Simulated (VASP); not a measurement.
# Na (I4/mmm) in VASP: further runs, part 2 of 2

VASP 6.6.1.

## Step 5: Single point, PBEsol

This run uses another cell than the first one, of 32.21 Å³/atom.

INCAR

```
SYSTEM = Na
ALGO = Fast
EDIFF = 1E-7
ENCUT = 520
GGA = PS
ISIF = 2
ISMEAR = 0
LASPH = .True.
LCHARG = .False.
LREAL = .False.
LWAVE = .False.
NBANDS = 10
NELM = 60
PREC = Accurate
SIGMA = 0.15
```

KPOINTS

```
k-points
0
Gamma
  16 16 16
  0 0 0
```

POSCAR

```
Na
1.0
   -1.8014500000      1.8014500000      2.4815000000
    1.8014500000     -1.8014500000      2.4815000000
    1.8014500000      1.8014500000     -2.4815000000
Na
1
Direct
    0.0000000000      0.0000000000      0.0000000000
```

Potentials or basis: VASP PAW PBE potentials, release 64 (Na_pv).

Launch:

```console
$ cat potpaw_PBE.64/Na_pv/POTCAR > POTCAR
$ mpirun -np 1 vasp_std > vasp.out
```

OUTCAR:

```text
SYSTEM = Na
   EDIFF = 1E-7
   ENCUT = 520
   GGA = PS
   ISIF = 2
   ISMEAR = 0
   LASPH = .True.
   LREAL = .False.
   NELM = 60
   PREC = Accurate

 ion  position               nearest neighbor table
   1  0.000  0.000  0.000-

  LATTYP: Found a body centered tetragonal cell.
 ALAT       =     3.6029000000
 C/A-ratio  =     1.3775014572

  Lattice vectors:

 A1 = (  -1.8014500000,   1.8014500000,   2.4815000000)
[... 490 lines left out ...]
      7      12.2327      0.00000
      8      14.1426      0.00000
      9      14.9607      0.00000
     10      15.4391      0.00000

 [... further k-points ...]

------------------------ aborting loop because EDIFF is reached ----------------------------------------

  FORCE on cell =-STRESS in cart. coord.  units (eV):
  Direction    XX          YY          ZZ          XY          YZ          ZX
  --------------------------------------------------------------------------------------
  -------------------------------------------------------------------------------------
  Total        0.2398422      0.2398422      0.2521642      0.0000000      0.0000000      0.0000000
  in kB       11.9293695     11.9293695     12.5422473      0.0000000      0.0000000      0.0000000
  external PRESSURE =      12.1336621 kB  Pullay stress =       0.0000000 kB

 VOLUME and BASIS-vectors are now :
 -----------------------------------------------------------------------------
  energy-cutoff  :      520.00
  volume of cell :       32.21
      direct lattice vectors                 reciprocal lattice vectors
    -1.801450000  1.801450000  2.481500000     0.000000000  0.277554192  0.201491034
     1.801450000 -1.801450000  2.481500000     0.277554192  0.000000000  0.201491034
     1.801450000  1.801450000 -2.481500000     0.277554192  0.277554192  0.000000000

 POSITION                                       TOTAL-FORCE (eV/Angst)
 -----------------------------------------------------------------------------------
      0.00000      0.00000      0.00000        -0.000000     -0.000000      0.000000
 -----------------------------------------------------------------------------------
    total drift:                               -0.000000     -0.000000     -0.000000

  FREE ENERGIE OF THE ION-ELECTRON SYSTEM (eV)
  ---------------------------------------------------
  free  energy   TOTEN  =        -1.3889318856 eV

  energy  without entropy=       -1.3844191985  energy(sigma->0) =       -1.38667554
```

stdout:

```text
POSCAR found type information on POSCAR Na
 POSCAR found :  1 types and       1 ions
 scaLAPACK will be used
 -----------------------------------------------------------------------------
|                                                                             |
|                                                                             |
|     You enforced a specific xc type in the INCAR file but a different       |
|     I HOPE YOU KNOW WHAT YOU ARE DOING!                                     |
|                                                                             |
 -----------------------------------------------------------------------------

 LDA part: xc-table for (Slater+PW92), standard interpolation
 POSCAR, INCAR and KPOINTS ok, starting setup
 FFT: planning ... GRIDC
 FFT: planning ... GRID_SOFT
 FFT: planning ... GRID
 WAVECAR not read
 entering main loop
WARNING in EDDRMM: call to ZHEGV failed, returncode =   8  4     10
WARNING in EDDRMM: call to ZHEGV failed, returncode =   8  4      9
WARNING in EDDRMM: call to ZHEGV failed, returncode =   6  3      9
WARNING in EDDRMM: call to ZHEGV failed, returncode =   6  3      9
WARNING in EDDRMM: call to ZHEGV failed, returncode =   6  3      9
WARNING in EDDRMM: call to ZHEGV failed, returncode =   6  3      8
WARNING in EDDRMM: call to ZHEGV failed, returncode =   6  3     10
WARNING in EDDRMM: call to ZHEGV failed, returncode =   6  3      8
WARNING in EDDRMM: call to ZHEGV failed, returncode =   6  3      9
```

It took 3.6 min on 1 thread of Intel Xeon 8259CL, shared host; peak memory 0.22 GiB.

What came out:

| Item | Value |
| --- | --- |
| Free energy | -1.3889 eV |
| Pressure | 1.2 GPa |
| Band gap on the k mesh | zero (an odd number of electrons rules out a gap without spin polarisation) |

Caveat: the PAW data sets were made with another functional, which shifts forces and pressure a little.

## Step 6: Single point, PBEsol

This run uses another cell than the first one, of 32.75 Å³/atom.

INCAR

```
ALGO = Fast
EDIFF = 1E-6
ENCUT = 520
GGA = PS
ISIF = 2
ISMEAR = 0
LASPH = T
LCHARG = F
LREAL = F
LWAVE = F
NBANDS = 10
NELM = 60
PREC = Accurate
SIGMA = 0.15
```

KPOINTS

```
k-points
0
Gamma
  16 16 16
```

POSCAR

```
Na
1.0
   -1.7704000000      1.7704000000      2.6120919067
    1.7704000000     -1.7704000000      2.6120919067
    1.7704000000      1.7704000000     -2.6120919067
Na
1
Direct
    0.0000000000      0.0000000000      0.0000000000
```

Potentials or basis: VASP PAW PBE potentials, release 64 (Na_pv).

Launch:

```console
$ cat potpaw_PBE.64/Na_pv/POTCAR > POTCAR
$ mpirun -np 1 vasp_std > vasp.out
```

OUTCAR:

```text
EDIFF = 1E-6
   ENCUT = 520
   GGA = PS
   ISIF = 2
   ISMEAR = 0
   LASPH = T
   LREAL = F
   NELM = 60
   PREC = Accurate

 ion  position               nearest neighbor table
   1  0.000  0.000  0.000-

  LATTYP: Found a body centered tetragonal cell.
 ALAT       =     3.5408000000
 C/A-ratio  =     1.4754247101

  Lattice vectors:

 A1 = (  -1.7704000000,   1.7704000000,   2.6120919067)
 A2 = (   1.7704000000,  -1.7704000000,   2.6120919067)
 A3 = (   1.7704000000,   1.7704000000,  -2.6120919067)

Analysis of symmetry for initial positions (statically):
=====================================================================
 Subroutine PRICEL returns:
 Original cell was already a primitive cell.

 Routine SETGRP: Setting up the symmetry group for a
 body centered tetragonal supercell.

 Subroutine GETGRP returns: Found 16 space group operations
 (whereof 16 operations were pure point group operations)
 out of a pool of 16 trial point group operations.

The static configuration has the point symmetry D_4h.

Analysis of symmetry for dynamics (positions and initial velocities):
=====================================================================
 Subroutine PRICEL returns:
 Original cell was already a primitive cell.

 Routine SETGRP: Setting up the symmetry group for a
 body centered tetragonal supercell.

 Subroutine GETGRP returns: Found 16 space group operations
 (whereof 16 operations were pure point group operations)
 out of a pool of 16 trial point group operations.

The dynamic configuration has the point symmetry D_4h.

 Subroutine INISYM returns: Found 16 space group operations
 (whereof 16 operations are pure point group operations),
 and found     1 'primitive' translations

----------------------------------------------------------------------------------------

                                     Primitive cell

  volume of cell :      32.7485

  direct lattice vectors                    reciprocal lattice vectors
    -1.770400000  1.770400000  2.612091907     0.000000000  0.282422052  0.191417461
     1.770400000 -1.770400000  2.612091907     0.282422052  0.000000000  0.191417461
     1.770400000  1.770400000 -2.612091907     0.282422052  0.282422052  0.000000000

  length of vectors
     3.618239413  3.618239413  3.618239413     0.341178633  0.341178633  0.399405096

  position of ions in fractional coordinates (direct lattice)
     0.000000000  0.000000000  0.000000000

  ion indices of the primitive-cell ions
   primitive index   ion index
                 1           1

----------------------------------------------------------------------------------------

 KPOINTS: k-points

Automatic generation of k-mesh.
 Grid dimensions read from file:
 generate k-points for:   16   16   16

 Generating k-lattice:

  Cartesian coordinates                     Fractional coordinates (reciprocal lattice)
     0.000000000  0.017651378  0.011963591     0.062500000 -0.000000000  0.000000000
     0.017651378  0.000000000  0.011963591    -0.000000000  0.062500000  0.000000000
     0.017651378  0.017651378  0.000000000     0.000000000  0.000000000  0.062500000

  Length of vectors
     0.021323665  0.021323665  0.024962818

  Shift w.r.t. Gamma in fractional coordinates (k-lattice)
     0.000000000  0.000000000  0.000000000

 Subroutine IBZKPT returns following result:
 ===========================================

 Found    349 irreducible k-points:

 Following reciprocal coordinates:
            Coordinates               Weight
  0.000000  0.000000  0.000000      1.000000
  0.062500  0.000000 -0.000000      8.000000
  0.125000  0.000000 -0.000000      8.000000
  0.187500  0.000000  0.000000      8.000000
  0.250000  0.000000 -0.000000      8.000000
  0.312500 -0.000000  0.000000      8.000000
[... 16 lines left out ...]
 -0.125000  0.062500  0.000000     16.000000
 -0.062500  0.062500  0.000000      4.000000
 [... further k-points ...]
   k-points           NKPTS =    349   k-points in BZ     NKDIM =    349   number of bands    NBANDS=     10
   number of dos      NEDOS =    301   number of ions     NIONS =      1
   total plane-waves  NPLWV =  21952
   dimension x,y,z NGX =    28 NGY =   28 NGZ =   28
   dimension x,y,z NGXF=    56 NGYF=   56 NGZF=   56
   ions per type =               1
   NGX,Y,Z   is equivalent  to a cutoff of  12.87, 12.87, 12.87 a.u.
   NGXF,Y,Z  is equivalent  to a cutoff of  25.73, 25.73, 25.73 a.u.
 SYSTEM =  unknown system
   PREC   = accura    normal or accurate (medium, high low for compatibility)
   ISTART =      0    job   : 0-new  1-cont  2-samecut
   ICHARG =      2    charge: 1-file 2-atom 10-const
   ISPIN  =      1    spin polarized calculation?
   LNONCOLLINEAR =      F non collinear calculations
   LSORBIT =      F    spin-orbit coupling
   LASPH  =      T    aspherical Exc in radial PAW
   ENCUT  =  520.0 eV  38.22 Ry    6.18 a.u.   6.73  6.73  6.73*2*pi/ulx,y,z
   NELM   =     60;   NELMIN=  2; NELMDL= -5     # of ELM steps
   EDIFF  = 0.1E-05   stopping-criterion for ELM
   LREAL  =      F    real-space projection
   EDIFFG = 0.1E-04   stopping-criterion for IOM
   NSW    =      0    number of steps for IOM
   IBRION =     -1    ionic relax: 0-MD 1-quasi-New 2-CG
   NFREE  =      0    steps in history (QN), initial steepest desc. (CG)
   ISIF   =      2    stress and relaxation
   ISYM   =      2    0-nonsym 1-usesym 2-fastsym
   POTIM  = 0.5000    time-step for ionic-motion
   TEBEG  =    0.0;   TEEND  =   0.0 temperature during run
   PSTRESS=    0.0 pullay stress
   NELECT =       7.0000    total number of electrons
   NUPDOWN=      -1.0000    fix difference up-down
   EMIN   =  10.00;   EMAX   =-10.00  energy-range for DOS
   EFERMI =   0.00;   METHOD = LEGACY
   ISMEAR =     0;   SIGMA  =   0.15  broadening in eV -4-tet -1-fermi 0-gaus
   EFERMI_NEDOS =   21; number of points for ismear=-14 and -15
   IALGO  =     68    algorithm
   IMIX   =      4    mixing-type and parameters
     AMIX     =   0.40;   BMIX     =  1.00
     AMIX_MAG =   1.60;   BMIX_MAG =  1.00
  volume/ion in A,a.u.               =      32.75       221.00
  Fermi-wavevector in a.u.,A,eV,Ry     =   0.978837  1.849734 13.036043  0.958122
  Thomas-Fermi vector in A             =   2.109644
   LORBIT       =      0    0 simple, 1 ext, 2 COOP (PROOUT), +10 PAW based schemes
   GGA     = PS    functional components
   LHFCALC =     F    Hartree Fock is set to
   AEXX    =    0.0000 exact exchange contribution
   IVDW    =     0    specifies the selected vdW correction
   LEPSILON=     F    determine dielectric tensor
   LRPA    =     F    only Hartree local field effects (RPA)
 non-spin polarized calculation
 RMM-DIIS sequential band-by-band and
 Gauss-broadening in eV      SIGMA  =   0.15
  energy-cutoff  :      520.00
  volume of cell :       32.75
 maximum number of plane-waves:       905
   NGX = 13   NGY = 13   NGZ = 13

 number of electron       6.9999991 magnetization

 Free energy of the ion-electron system (eV)
  ---------------------------------------------------
  ext. energy  EPLUGINS =         0.00000000
  ---------------------------------------------------
  free energy    TOTEN  =        -1.39222998 eV

  energy without entropy =       -1.38748529  energy(sigma->0) =       -1.38985763

 E-fermi :   0.6940     XC(G=0):  -6.8380

 val. band max:        0.6861417859   @ k =  -0.4375   0.3125   0.0000
 cond. band min:       0.6971604443   @ k =  -0.3125  -0.4375   0.2500
 fundamental gap:      0.0110186585
 Fermi energy:         0.6939568734

 k-point     1 :       0.0000    0.0000    0.0000
  band No.  band energies     occupation
      1     -24.0144      2.00000
      2     -24.0143      2.00000
      3     -24.0143      2.00000
      4      -2.8699      2.00000
      5      12.4511      0.00000
      6      12.6154      0.00000
      7      12.6154      0.00000
      8      13.7537      0.00000
      9      14.5113      0.00000
     10      14.5375      0.00000
[... 287 lines left out ...]
 k-point    24 :      -0.0625    0.0625    0.0000
  band No.  band energies     occupation
      1     -24.0164      2.00000
      2     -24.0152      2.00000
      3     -24.0151      2.00000
      4      -2.7725      2.00000
      5      11.6777      0.00000
      6      11.9021      0.00000
      7      12.0179      0.00000
      8      13.9953      0.00000
      9      14.8827      0.00000
     10      15.2629      0.00000

 [... further k-points ...]

------------------------ aborting loop because EDIFF is reached ----------------------------------------

  FORCE on cell =-STRESS in cart. coord.  units (eV):
  Direction    XX          YY          ZZ          XY          YZ          ZX
  --------------------------------------------------------------------------------------
  -------------------------------------------------------------------------------------
  Total        0.2399283      0.2399283      0.2023323      0.0000000      0.0000000      0.0000000
  in kB       11.7381804     11.7381804      9.8988468      0.0000000      0.0000000      0.0000000
  external PRESSURE =      11.1250692 kB  Pullay stress =       0.0000000 kB

 VOLUME and BASIS-vectors are now :
 -----------------------------------------------------------------------------
  energy-cutoff  :      520.00
  volume of cell :       32.75
      direct lattice vectors                 reciprocal lattice vectors
    -1.770400000  1.770400000  2.612091907     0.000000000  0.282422052  0.191417461
     1.770400000 -1.770400000  2.612091907     0.282422052  0.000000000  0.191417461
     1.770400000  1.770400000 -2.612091907     0.282422052  0.282422052  0.000000000

 POSITION                                       TOTAL-FORCE (eV/Angst)
 -----------------------------------------------------------------------------------
      0.00000      0.00000      0.00000         0.000000     -0.000000     -0.000000
 -----------------------------------------------------------------------------------
    total drift:                               -0.000000     -0.000000     -0.000000

  FREE ENERGIE OF THE ION-ELECTRON SYSTEM (eV)
  ---------------------------------------------------
  free  energy   TOTEN  =        -1.3922299812 eV

  energy  without entropy=       -1.3874852854  energy(sigma->0) =       -1.38985763
```

It took 2.8 min on 1 thread of Intel Xeon 8259CL, shared host; peak memory 0.22 GiB.

Results:

- Free energy: -1.3922 eV
- Pressure: 1.1 GPa
- Band gap on the k mesh: zero (an odd number of electrons rules out a gap without spin polarisation)

Stress tensor (GPa, compression positive):
```
1.17 0.00 0.00
0.00 1.17 0.00
0.00 0.00 0.99
```

Levels at points of the mesh, in eV from the Fermi level:
| k point | band 1 | band 2 | band 3 | band 4 | band 5 | band 6 | band 7 | band 8 | band 9 |
| --- | --- | --- | --- | --- | --- | --- | --- | --- | --- |
| (0.00, 0.00, 0.00) | -24.71 | -24.71 | -24.71 | -3.56 | 11.76 | 11.92 | 11.92 | 13.06 | 13.82 |
| (0.50, 0.00, 0.00) | -24.76 | -24.72 | -24.71 | 0.55 | 1.09 | 10.47 | 11.12 | 11.51 | 12.41 |
| (0.50, 0.50, 0.00) | -24.76 | -24.73 | -24.73 | 2.05 | 2.61 | 6.49 | 7.60 | 7.62 | 10.03 |
| (0.50, 0.50, 0.50) | -24.76 | -24.73 | -24.73 | 1.58 | 2.19 | 6.88 | 8.10 | 8.10 | 10.41 |

Caveat: the PAW data sets were made with another functional, which shifts forces and pressure a little.

## Step 7: Summary

```csv
cell,gap on the mesh (eV),pressure (GPa)
"a = 3.525 Å, angles 119.7, 119.7, 90.5°, 1 atom",none,1.6
"a = 3.556 Å, angles 120.3, 120.3, 89.5°, 1 atom",none,1.5
"a = 3.587 Å, angles 120.8, 120.8, 88.5°, 1 atom",none,1.2
"a = 3.556 Å, angles 119.1, 119.1, 91.5°, 1 atom",none,1.2
"a = 3.618 Å, angles 121.4, 121.4, 87.6°, 1 atom",none,1.1
```

Alike in all rows: task single point; level PBEsol; potentials or basis VASP PAW PBE potentials, release 64 (Na_pv); no spin polarisation; k mesh 16 × 16 × 16; cutoff (eV) 520; smearing gaussian 0.15 eV.

Caveats: the PAW data sets were made with another functional, which shifts forces and pressure a little.

Absolute energies hang on the potentials; compare differences alone.

The gap in the log of VASP goes by the Fermi energy; the results here count the filled bands.